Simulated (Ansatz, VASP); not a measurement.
**Zr2ZnN2: VASP beside Ansatz**

File INCAR:

```
SYSTEM = Zr2ZnN2
PREC = Accurate ; ENCUT = 520
EDIFF = 1E-6 ; ISMEAR = 0
SIGMA = 0.2 ; LREAL = .FALSE.
LASPH = .TRUE. ; NELM = 100
ALGO = Normal ; ISIF = 2
LWAVE = .FALSE. ; LCHARG = .TRUE.
GGA = PE ; LELF = .TRUE.
LVHAR = .TRUE. ; NBANDS = 57
```

File KPOINTS:

```
regular mesh
0
G
  6 6 2
  0 0 0
```

Contents of POSCAR:

```
Zr2ZnN2
1.0
    3.4054570351      0.0000000000      0.0000000000
    0.0000000000      3.4054570351      0.0000000000
    0.0000000000      0.0000000000     13.0957288253
Zr Zn N
4 2 4
Direct
    0.5000000000      0.5000000000      0.1439766267
    0.5000000000      0.5000000000      0.6439766267
    0.5000000000      0.5000000000      0.3560233733
    0.5000000000      0.5000000000      0.8560233733
    1.0000000000      0.0000000000      1.0000000000
    0.0000000000      0.0000000000      0.5000000000
    0.0000000000      0.5000000000      0.2500000000
    0.0000000000      0.5000000000      0.7500000000
    0.5000000000      1.0000000000      0.2500000000
    0.5000000000      1.0000000000      0.7500000000
```

Input for Ansatz:

```yaml
crystal:
  lattice:
    - [3.4054570351, 0.0, 0.0]
    - [0.0, 3.4054570351, 0.0]
    - [0.0, 0.0, 13.0957288253]
  atoms:
    - { symbol: Zr, position: [0.5, 0.5, 0.1439766267] }
    - { symbol: Zr, position: [0.5, 0.5, 0.6439766267] }
    - { symbol: Zr, position: [0.5, 0.5, 0.3560233733] }
    - { symbol: Zr, position: [0.5, 0.5, 0.8560233733] }
    - { symbol: Zn, position: [1.0, 0.0, 1.0] }
    - { symbol: Zn, position: [0.0, 0.0, 0.5] }
    - { symbol: "N", position: [0.0, 0.5, 0.25] }
    - { symbol: "N", position: [0.0, 0.5, 0.75] }
    - { symbol: "N", position: [0.5, 1.0, 0.25] }
    - { symbol: "N", position: [0.5, 1.0, 0.75] }
basis:
  ecutwfc: 420
kpoints:
  mp_grid: { grid: [6, 6, 2] }
hamiltonian:
  xc: pbe
scf:
  occupations: { method: gaussian, width: 0.2 }
  lower_state_search: "off"
output:
  forces: true
  stress: true
  eigenvalues: true
```

Alike in both runs: task single point; functional PBE; k mesh 6 × 6 × 2; occupations gaussian, width 0.2 eV; no spin polarisation.

|  | VASP | Ansatz |
| --- | --- | --- |
| version | VASP 6.6.1 | Ansatz 0.2.0 |
| potentials or method | VASP PAW PBE potentials, release 64 (Zr_sv, Zn, N), cutoff 520 eV | scalar-relativistic, plane waves, PAW |
| valence electrons in the cell | 92 | 92 |

```tsv
	VASP	Ansatz	Ansatz less VASP
gap on the k mesh at the Fermi level (eV)	none	none	-
pressure (GPa)	0.1	0.0	-0.18
traceless stress, the component that is largest in VASP (GPa)	-0.17	-0.20	-0.031
rms of the force components (eV/Å)	0.041	0.031	-0.0103
```

Atom by atom the forces differ by 0.010 eV/Å (rms over components). A gap of «none» marks a metal or a gap that the smearing closes.
